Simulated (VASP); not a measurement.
# Mo (Im-3m) in VASP: notebook

Runs on Mo. Level: PBE. Tasks: single point.

Program: VASP 6.6.1. These are calculated values, not measurements. Logs are shortened: lines on timing, memory, paths and dates and some standing lists are left out, and cuts for length are marked.

## (1) The cell of the first run

The structure is cubic, space group Im-3m (No. 229). Conventional cell: a = 3.147 Å, b = 3.147 Å, c = 3.147 Å, α = 90.00°, β = 90.00°, γ = 90.00°. Mo (site symmetry m-3m) has 14 Mo at 2.73 to 3.15 Å within 3.6 Å.

## (2) Single point, PBE

Contents of INCAR:

```
PREC = Accurate ; ENCUT = 520
EDIFF = 1E-6 ; ISMEAR = 0
SIGMA = 0.05 ; LREAL = F
LASPH = T ; NELM = 60
ALGO = Normal ; ISIF = 2
LWAVE = F ; LCHARG = F
GGA = PE ; NBANDS = 13
```

Contents of KPOINTS:

```
Automatic mesh
0
Gamma
  16 16 16
```

Contents of POSCAR:

```
Mo
1.0
   -1.5734150000      1.5734150000      1.5734150000
    1.5734150000     -1.5734150000      1.5734150000
    1.5734150000      1.5734150000     -1.5734150000
Mo
1
Direct
    0.0000000000      0.0000000000      0.0000000000
```

Potentials or basis: VASP PAW PBE potentials, release 64 (Mo_sv).

On the command line:

```
$ cat potpaw_PBE.64/Mo_sv/POTCAR > POTCAR
$ mpirun -np 1 vasp_std > vasp.out
```

OUTCAR:

```text
PREC = Accurate
   ENCUT = 520
   EDIFF = 1E-6
   ISMEAR = 0
   LREAL = F
   LASPH = T
   NELM = 60
   ISIF = 2
   GGA = PE

 ion  position               nearest neighbor table
   1  0.000  0.000  0.000-

  LATTYP: Found a body centered cubic cell.
 ALAT       =     3.1468300000

  Lattice vectors:

 A1 = (  -1.5734150000,   1.5734150000,   1.5734150000)
 A2 = (   1.5734150000,  -1.5734150000,   1.5734150000)
 A3 = (   1.5734150000,   1.5734150000,  -1.5734150000)

Analysis of symmetry for initial positions (statically):
=====================================================================
 Subroutine PRICEL returns:
 Original cell was already a primitive cell.

 Routine SETGRP: Setting up the symmetry group for a
 body centered cubic supercell.

 Subroutine GETGRP returns: Found 48 space group operations
 (whereof 48 operations were pure point group operations)
 out of a pool of 48 trial point group operations.

The static configuration has the point symmetry O_h .

Analysis of symmetry for dynamics (positions and initial velocities):
=====================================================================
 Subroutine PRICEL returns:
 Original cell was already a primitive cell.

 Routine SETGRP: Setting up the symmetry group for a
 body centered cubic supercell.

 Subroutine GETGRP returns: Found 48 space group operations
 (whereof 48 operations were pure point group operations)
 out of a pool of 48 trial point group operations.

The dynamic configuration has the point symmetry O_h .

 Subroutine INISYM returns: Found 48 space group operations
 (whereof 48 operations are pure point group operations),
 and found     1 'primitive' translations

----------------------------------------------------------------------------------------

                                     Primitive cell

  volume of cell :      15.5808

  direct lattice vectors                    reciprocal lattice vectors
    -1.573415000  1.573415000  1.573415000     0.000000000  0.317780115  0.317780115
     1.573415000 -1.573415000  1.573415000     0.317780115  0.000000000  0.317780115
     1.573415000  1.573415000 -1.573415000     0.317780115  0.317780115  0.000000000

  length of vectors
     2.725234721  2.725234721  2.725234721     0.449408949  0.449408949  0.449408949

  position of ions in fractional coordinates (direct lattice)
     0.000000000  0.000000000  0.000000000

  ion indices of the primitive-cell ions
   primitive index   ion index
                 1           1

[... 73 lines left out ...]
   EDIFFG = 0.1E-04   stopping-criterion for IOM
   NSW    =      0    number of steps for IOM
   IBRION =     -1    ionic relax: 0-MD 1-quasi-New 2-CG
   NFREE  =      0    steps in history (QN), initial steepest desc. (CG)
   ISIF   =      2    stress and relaxation
   ISYM   =      2    0-nonsym 1-usesym 2-fastsym
   POTIM  = 0.5000    time-step for ionic-motion
   TEBEG  =    0.0;   TEEND  =   0.0 temperature during run
   PSTRESS=    0.0 pullay stress
   NELECT =      14.0000    total number of electrons
   NUPDOWN=      -1.0000    fix difference up-down
   EMIN   =  10.00;   EMAX   =-10.00  energy-range for DOS
   EFERMI =   0.00;   METHOD = LEGACY
   ISMEAR =     0;   SIGMA  =   0.05  broadening in eV -4-tet -1-fermi 0-gaus
   EFERMI_NEDOS =   21; number of points for ismear=-14 and -15
   IALGO  =     38    algorithm
   IMIX   =      4    mixing-type and parameters
     AMIX     =   0.40;   BMIX     =  1.00
     AMIX_MAG =   1.60;   BMIX_MAG =  1.00
  volume/ion in A,a.u.               =      15.58       105.14
  Fermi-wavevector in a.u.,A,eV,Ry     =   1.579747  2.985289 33.954710  2.495601
  Thomas-Fermi vector in A             =   2.680079
   LORBIT       =      0    0 simple, 1 ext, 2 COOP (PROOUT), +10 PAW based schemes
   GGA     = PE    functional components
   LHFCALC =     F    Hartree Fock is set to
   AEXX    =    0.0000 exact exchange contribution
   IVDW    =     0    specifies the selected vdW correction
   LEPSILON=     F    determine dielectric tensor
   LRPA    =     F    only Hartree local field effects (RPA)
 non-spin polarized calculation
 Gauss-broadening in eV      SIGMA  =   0.05
  energy-cutoff  :      520.00
  volume of cell :       15.58
 maximum number of plane-waves:       430
   NGX = 11   NGY = 11   NGZ = 11

 number of electron      14.0000001 magnetization

 Free energy of the ion-electron system (eV)
  ---------------------------------------------------
  ext. energy  EPLUGINS =         0.00000000
  ---------------------------------------------------
  free energy    TOTEN  =       -10.93779437 eV

  energy without entropy =      -10.93740228  energy(sigma->0) =      -10.93759832

 E-fermi :  12.6606     XC(G=0): -13.4076

 val. band max:       12.6575346534   @ k =   0.3750   0.0000   0.0000
 cond. band min:      12.6956788657   @ k =   0.1875   0.0000   0.0000
 fundamental gap:      0.0381442123
 Fermi energy:        12.6606214013

 k-point     1 :       0.0000    0.0000    0.0000
  band No.  band energies     occupation
      1     -48.6270      2.00000
      2     -21.8860      2.00000
      3     -21.8860      2.00000
      4     -21.8860      2.00000
      5       5.3996      2.00000
      6      11.2808      2.00000
      7      11.2808      2.00000
      8      11.2808      2.00000
      9      14.3181      0.00000
     10      14.3181      0.00000
     11      27.4829      0.00000
     12      27.4829      0.00000
     13      27.4829      0.00000
[... 354 lines left out ...]
  band No.  band energies     occupation
      1     -48.3901      2.00000
      2     -22.9962      2.00000
      3     -22.3456      2.00000
      4     -22.0087      2.00000
      5       8.4586      2.00000
      6       9.7204      2.00000
      7      10.8390      2.00000
      8      13.7452      0.00000
      9      15.0830      0.00000
     10      17.2998      0.00000
     11      25.9101      0.00000
     12      27.3863      0.00000
     13      30.3054      0.00000

 [... further k-points ...]
[... 5 lines left out ...]
  --------------------------------------------------------------------------------------
  -------------------------------------------------------------------------------------
  Total        0.3796869      0.3796869      0.3796869     -0.0000000      0.0000000      0.0000000
  in kB       39.0432811     39.0432811     39.0432811     -0.0000000      0.0000000      0.0000000
  external PRESSURE =      39.0432811 kB  Pullay stress =       0.0000000 kB

 VOLUME and BASIS-vectors are now :
 -----------------------------------------------------------------------------
  energy-cutoff  :      520.00
  volume of cell :       15.58
      direct lattice vectors                 reciprocal lattice vectors
    -1.573415000  1.573415000  1.573415000     0.000000000  0.317780115  0.317780115
     1.573415000 -1.573415000  1.573415000     0.317780115  0.000000000  0.317780115
     1.573415000  1.573415000 -1.573415000     0.317780115  0.317780115  0.000000000

 POSITION                                       TOTAL-FORCE (eV/Angst)
 -----------------------------------------------------------------------------------
      0.00000      0.00000      0.00000         0.000000      0.000000      0.000000
 -----------------------------------------------------------------------------------
    total drift:                                0.000000     -0.000000      0.000000

  FREE ENERGIE OF THE ION-ELECTRON SYSTEM (eV)
  ---------------------------------------------------
  free  energy   TOTEN  =       -10.9377943715 eV

  energy  without entropy=      -10.9374022773  energy(sigma->0) =      -10.93759832
```

Wall time 11 s (1 thread of AMD EPYC 9R45 (Zen 5), shared host); peak memory 0.11 GiB.

What came out:

```
Free energy            : -10.9378 eV
Pressure               : 3.9 GPa
Band gap on the k mesh : zero (band 7 reaches 16.65 eV, above the bottom of band 8 at 11.28 eV)
```

## (3) Single point, PBE

This run uses another cell than the first one, of 16.52 Å³/atom, 1.060 times its volume.

Contents of INCAR:

```
ALGO = Normal
EDIFF = 1E-7
ENCUT = 520
GGA = PE
ISIF = 2
ISMEAR = 0
LASPH = True
LCHARG = False
LREAL = False
LWAVE = False
NBANDS = 13
NELM = 100
PREC = Accurate
SIGMA = 0.05
```

Contents of KPOINTS:

```
k-points
0
Gamma
  16 16 16
```

Contents of POSCAR:

```
Mo
1.0
   -1.6042741090      1.6042741090      1.6042741090
    1.6042741090     -1.6042741090      1.6042741090
    1.6042741090      1.6042741090     -1.6042741090
Mo
1
Direct
    0.0000000000      0.0000000000      0.0000000000
```

Potentials or basis: VASP PAW PBE potentials, release 64 (Mo_sv).

On the command line:

```
$ cat potpaw_PBE.64/Mo_sv/POTCAR > POTCAR
$ mpirun -np 1 vasp_std > vasp.out
```

OUTCAR:

```text
EDIFF = 1E-7
   ENCUT = 520
   GGA = PE
   ISIF = 2
   ISMEAR = 0
   LASPH = True
   LREAL = False
   NELM = 100
   PREC = Accurate

 ion  position               nearest neighbor table
   1  0.000  0.000  0.000-

  LATTYP: Found a body centered cubic cell.
 ALAT       =     3.2085482180

  Lattice vectors:

 A1 = (  -1.6042741090,   1.6042741090,   1.6042741090)
 A2 = (   1.6042741090,  -1.6042741090,   1.6042741090)
 A3 = (   1.6042741090,   1.6042741090,  -1.6042741090)

Analysis of symmetry for initial positions (statically):
=====================================================================
 Subroutine PRICEL returns:
 Original cell was already a primitive cell.

 Routine SETGRP: Setting up the symmetry group for a
 body centered cubic supercell.

 Subroutine GETGRP returns: Found 48 space group operations
 (whereof 48 operations were pure point group operations)
 out of a pool of 48 trial point group operations.

The static configuration has the point symmetry O_h .

Analysis of symmetry for dynamics (positions and initial velocities):
[... 160 lines left out ...]
 val. band max:       11.6952587322   @ k =  -0.1875   0.1875   0.1875
 cond. band min:      11.7213452590   @ k =  -0.1875   0.1875   0.0625
 fundamental gap:      0.0260865268
 Fermi energy:        11.7149375480

 k-point     1 :       0.0000    0.0000    0.0000
  band No.  band energies     occupation
      1     -49.5449      2.00000
      2     -22.9278      2.00000
      3     -22.9278      2.00000
      4     -22.9278      2.00000
      5       4.6814      2.00000
      6      10.4694      2.00000
      7      10.4694      2.00000
      8      10.4694      2.00000
      9      13.2950      0.00000
     10      13.2951      0.00000
     11      26.4689      0.00000
     12      26.4689      0.00000
     13      26.4689      0.00000
[... 354 lines left out ...]
  band No.  band energies     occupation
      1     -49.3582      2.00000
      2     -23.8492      2.00000
      3     -23.3092      2.00000
      4     -23.0288      2.00000
      5       7.7576      2.00000
      6       9.0199      2.00000
      7       9.9781      2.00000
      8      12.7637      0.00000
      9      13.9680      0.00000
     10      16.0132      0.00000
     11      24.4094      0.00000
     12      25.8397      0.00000
     13      28.6382      0.00000

 [... further k-points ...]
[... 5 lines left out ...]
  --------------------------------------------------------------------------------------
  -------------------------------------------------------------------------------------
  Total       -1.0725314     -1.0725314     -1.0725314     -0.0000000     -0.0000000      0.0000000
  in kB     -104.0458803   -104.0458803   -104.0458803     -0.0000000     -0.0000000      0.0000000
  external PRESSURE =    -104.0458803 kB  Pullay stress =       0.0000000 kB

 VOLUME and BASIS-vectors are now :
 -----------------------------------------------------------------------------
  energy-cutoff  :      520.00
  volume of cell :       16.52
      direct lattice vectors                 reciprocal lattice vectors
    -1.604274109  1.604274109  1.604274109     0.000000000  0.311667437  0.311667437
     1.604274109 -1.604274109  1.604274109     0.311667437  0.000000000  0.311667437
     1.604274109  1.604274109 -1.604274109     0.311667437  0.311667437  0.000000000

 POSITION                                       TOTAL-FORCE (eV/Angst)
 -----------------------------------------------------------------------------------
      0.00000      0.00000      0.00000        -0.000000     -0.000000     -0.000000
 -----------------------------------------------------------------------------------
    total drift:                               -0.000000      0.000000     -0.000000

  FREE ENERGIE OF THE ION-ELECTRON SYSTEM (eV)
  ---------------------------------------------------
  free  energy   TOTEN  =       -10.9170491847 eV

  energy  without entropy=      -10.9165849190  energy(sigma->0) =      -10.91681705
```

OSZICAR:

```text
N       E                     dE             d eps       ncg     rms          rms(c)
DAV:   1     0.919730582724E+02    0.91973E+02   -0.79534E+03  3799   0.110E+03
DAV:   2    -0.104497202551E+02   -0.10242E+03   -0.98780E+02  4305   0.310E+02
DAV:   3    -0.116238779337E+02   -0.11742E+01   -0.11708E+01  4210   0.333E+01
DAV:   4    -0.116266100505E+02   -0.27321E-02   -0.27321E-02  4190   0.195E+00
DAV:   5    -0.116266289026E+02   -0.18852E-04   -0.18853E-04  4290   0.143E-01    0.130E+01
DAV:   6    -0.109972722848E+02    0.62936E+00   -0.80587E-01  3865   0.108E+01    0.319E+00
DAV:   7    -0.109202529374E+02    0.77019E-01   -0.14446E-01  4160   0.435E+00    0.107E+00
DAV:   8    -0.109170562476E+02    0.31967E-02   -0.49996E-03  3880   0.897E-01    0.201E-01
DAV:   9    -0.109170416642E+02    0.14583E-04   -0.25723E-04  4270   0.200E-01    0.626E-02
DAV:  10    -0.109170492402E+02   -0.75761E-05   -0.23013E-05  4055   0.578E-02    0.442E-03
DAV:  11    -0.109170493739E+02   -0.13365E-06   -0.31444E-07  4212   0.719E-03    0.114E-03
DAV:  12    -0.109170491727E+02    0.20117E-06   -0.10074E-08  2035   0.137E-03    0.138E-04
DAV:  13    -0.109170491847E+02   -0.12026E-07   -0.80648E-10  1985   0.411E-04
   1 F= -.10917049E+02 E0= -.10916817E+02  d E =-.464266E-03
```

stdout:

```text
POSCAR found type information on POSCAR Mo
 POSCAR found :  1 types and       1 ions
 scaLAPACK will be used
 LDA part: xc-table for (Slater+PW92), standard interpolation
 POSCAR, INCAR and KPOINTS ok, starting setup
 FFT: planning ... GRIDC
 FFT: planning ... GRID_SOFT
 FFT: planning ... GRID
 WAVECAR not read
 entering main loop
```

Wall time 18 s (1 thread of AMD EPYC 9R45 (Zen 5), shared host); peak memory 0.12 GiB.

Results:

| Property | Result |
| --- | --- |
| Free energy | -10.9170 eV |
| Pressure | -10.4 GPa |
| Band gap on the k mesh | zero (band 7 reaches 15.41 eV, above the bottom of band 8 at 10.47 eV) |

Levels at points of the mesh, in eV from the Fermi level:
```csv
k point,band 3,band 4,band 5,band 6,band 7,band 8,band 9,band 10,band 11,band 12
"(0.00, 0.00, 0.00)",-34.64,-34.64,-7.03,-1.25,-1.25,-1.25,1.58,1.58,14.75,14.75
"(0.50, 0.00, 0.00)",-35.02,-34.65,-4.99,-3.13,1.45,1.58,2.16,4.39,10.84,11.86
"(0.50, 0.50, 0.50)",-35.46,-35.46,-5.01,-5.01,3.69,3.69,3.69,8.66,8.66,8.66
```
